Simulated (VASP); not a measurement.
Runs of VASP 6.6.1 on Li2Se. The structure is that of space group Fm-3m (No. 225), or close to it. The cells are those of the table. 

| task | cell | k mesh | gap on the mesh (eV) | pressure (GPa) |
| --- | --- | --- | --- | --- |
| single point | a = 4.246 Å, angles 60.0°, 3 atoms | 8 × 8 × 8 | 2.97 | 0.0 |
| single point | a = 4.288 Å, angles 60.0°, 3 atoms | 8 × 8 × 8 | 3.00 | -1.0 |
| single point | a = 4.069 Å, angles 60.0°, 3 atoms | 8 × 8 × 8 | 2.85 | 5.5 |
| single point | a = 4.115 Å, angles 60.0°, 3 atoms | 8 × 8 × 8 | 2.89 | 3.8 |
| relaxation of cell and atoms | relaxed from a = 4.246 Å, angles 60.0°, 3 atoms | 8 × 8 × 8 | 2.98 | 0.0 |
| single point | a = 4.329 Å, angles 60.0°, 3 atoms | 8 × 8 × 8 | (a) | (b) |
| single point | a = 4.288 Å, angles 60.0°, 3 atoms | 12 × 12 × 12 | 3.00 | -1.0 |
| single point | a = 4.203 Å, angles 60.0°, 3 atoms | 8 × 8 × 8 | 2.95 | 1.1 |

Alike in all rows: level PBE; potentials or basis VASP PAW PBE potentials, release 64 (Li_sv, Se); no spin polarisation; cutoff (eV) 750; smearing gaussian 0.02 eV.

Q: Estimate the missing entries.

A: (a) 3.02; (b) -1.8.

Caveats: the cell stands under pressure (at least some runs); the relaxation stopped at its first step, so nothing moved (at least some runs).

A k mesh can miss the band edges, and the runs leave out spin-orbit coupling on Se.
